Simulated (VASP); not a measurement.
Set up this calculation in VASP 6.6.1, as the native input.

```yaml
Task: single point
Functional: PBE
Potentials_or_basis: VASP PAW PBE potentials, release 64 (Sb)
Cutoff: 520 eV
k_mesh: 12 × 12 × 12
Occupations: fermi-dirac, width 0.05 eV
Spin: no spin polarisation
Dipole_correction: no
Further_INCAR_settings: ALGO = Normal; EDIFF = 1e-06; NBANDS = 8
```

The structure of Sb lies in POSCAR:

```
Sb
1.0
    0.0000000000      2.2972909123      2.2972909123
    2.2972909123      0.0000000000      2.2972909123
    2.2972909123      2.2972909123      0.0000000000
Sb
1
Direct
    0.0000000000      0.0000000000      0.0000000000
```

This cell differs from its parent crystal: volume scaled by 0.99.

These files were run (other wordings do the same):

INCAR

```
SYSTEM = Sb
ALGO = Normal
EDIFF = 1E-6
ENCUT = 520
GGA = PE
ISIF = 2
ISMEAR = -1
LASPH = .TRUE.
LCHARG = .TRUE.
LELF = .TRUE.
LREAL = .FALSE.
LVHAR = .TRUE.
LWAVE = .FALSE.
NBANDS = 8
NELM = 60
PREC = Accurate
SIGMA = 0.05
```

KPOINTS

```
k-points
0
G
  12 12 12
  0 0 0
```

Potentials or basis: VASP PAW PBE potentials, release 64 (Sb).

Run with:

```console
$ cat potpaw_PBE.64/Sb/POTCAR > POTCAR
$ mpirun -np 1 vasp_std > vasp.out
```

Results of the run:

* Pressure: 9.5 GPa

Wall time 5.5 s on 1 thread of Intel Xeon 6455B, on a shared host, peak memory 0.14 GiB.
